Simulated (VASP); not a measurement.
Mo11P9:

```
Mo P
1.0
     6.09504   -0.08539    0.17926
    -0.08539    6.72164    0.17039
     0.17926    0.17039    6.74637
Mo P
11 9
Direct
  0.65419 0.86494 0.14090
  0.71977 0.48029 0.89588
  0.34743 0.61190 0.19903
  0.52778 0.23899 0.31301
  0.04805 0.31908 0.33841
  0.14729 0.98089 0.11482
  0.37578 0.89780 0.48198
  0.51472 0.10615 0.84658
  0.08916 0.26510 0.77909
  0.64236 0.61132 0.51280
  0.83655 0.98873 0.49488
  0.31305 0.32460 0.01741
  0.29880 0.47250 0.55730
  0.16895 0.92995 0.75330
  0.82636 0.17653 0.07237
  0.04824 0.72339 0.37369
  0.78859 0.54978 0.22029
  0.11390 0.63309 0.91440
  0.75192 0.81895 0.79209
  0.75556 0.29545 0.59935
```

Base run:

| Item | Value |
| --- | --- |
| Program | VASP 6.6.1 |
| Functional | PBE |
| Potentials or basis | VASP PAW PBE potentials, release 64 (Mo_sv, P) |
| Cutoff | 400 eV |
| k mesh | 1 × 1 × 1, shifted |
| Occupations | fermi-dirac, width 0.0991 eV |
| Spin | no spin polarisation |

Its results: band gap on the k mesh zero (an odd number of electrons rules out a gap without spin polarisation); pressure 24.4 GPa; largest force 3.264 eV/Å.

Problem. The run is repeated on the same cell with these changes: cutoff from 400 eV to 520 eV; further incar settings from LREAL = Auto; ALGO = Normal; EDIFF = 1e-06; NBANDS = 116; ISYM = -1 to LREAL = Auto; ALGO = Normal; EDIFF = 1e-06; NBANDS = 116; ISYM = 0. What comes out?

Solution. Band gap on the k mesh zero (an odd number of electrons rules out a gap without spin polarisation); pressure 25.0 GPa; largest force 3.265 eV/Å.

Caveats: some runs use coarse meshes; the atoms stand as in a frame of molecular dynamics.
